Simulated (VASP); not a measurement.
Input of a VASP 6.6.1 run:

Contents of POSCAR:

```
BN
1.0
    0.0000000000      1.8080000000      1.8080000000
    1.8080000000      0.0000000000      1.8080000000
    1.8080000000      1.8080000000      0.0000000000
B N
1 1
Direct
    0.0000000000      0.0000000000      0.0000000000
    0.2500000000      0.2500000000      0.2500000000
```

INCAR.step1

```
ALGO = Normal
EDIFF = 1E-8
ENCUT = 500
GGA = PE
ISMEAR = 0
LASPH = T
LCHARG = F
LREAL = F
LWAVE = T
NELM = 100
PREC = Accurate
SIGMA = 0.01
```

The input INCAR.step2:

```
ALGO = Exact
EDIFF = 1E-8
ENCUT = 500
GGA = PE
ISMEAR = 0
ISTART = 1
LASPH = T
LCHARG = F
LOPTICS = T
LREAL = F
LWAVE = T
NBANDS = 85
NELM = 1
PREC = Accurate
SIGMA = 0.01
```

INCAR.step3

```
ALGO = EVGW0
EDIFF = 1E-8
ENCUT = 500
ENCUTGW = 143.3
GGA = PE
ISMEAR = 0
ISTART = 1
LASPH = T
LCHARG = F
LREAL = F
LWAVE = F
NBANDS = 85
NBANDSGW = 12
NELMGW = 1
NOMEGA = 48
PREC = Accurate
PRECFOCK = Fast
SIGMA = 0.01
```

File KPOINTS:

```
k-points
0
Gamma
  6 6 6
```

Potentials or basis: VASP PAW PBE potentials, release 64 (B_GW, N_GW).

Run with:

```console
$ cat potpaw_PBE.64/B_GW/POTCAR potpaw_PBE.64/N_GW/POTCAR > POTCAR
$ cp INCAR.step1 INCAR
$ mpirun -np 1 vasp_std > vasp.out
$ cp INCAR.step2 INCAR
$ mpirun -np 1 vasp_std > vasp.out
$ cp INCAR.step3 INCAR
$ mpirun -np 1 vasp_std > vasp.out
```

Q: Predict the quasiparticle gap.

A: 5.94 eV.

Q: What does it give for the least direct quasiparticle gap?

A: 10.92 eV.

Q: Estimate the band gap on the k mesh, mean-field level.

A: 4.46 eV, indirect (least direct gap 8.82 eV).

Caveat: the k points lie up to 0.50 Å⁻¹ apart; bands, screening cutoff and mesh are small and nothing is extrapolated, so the quasiparticle values aren't converged. A k mesh can miss the band edges.
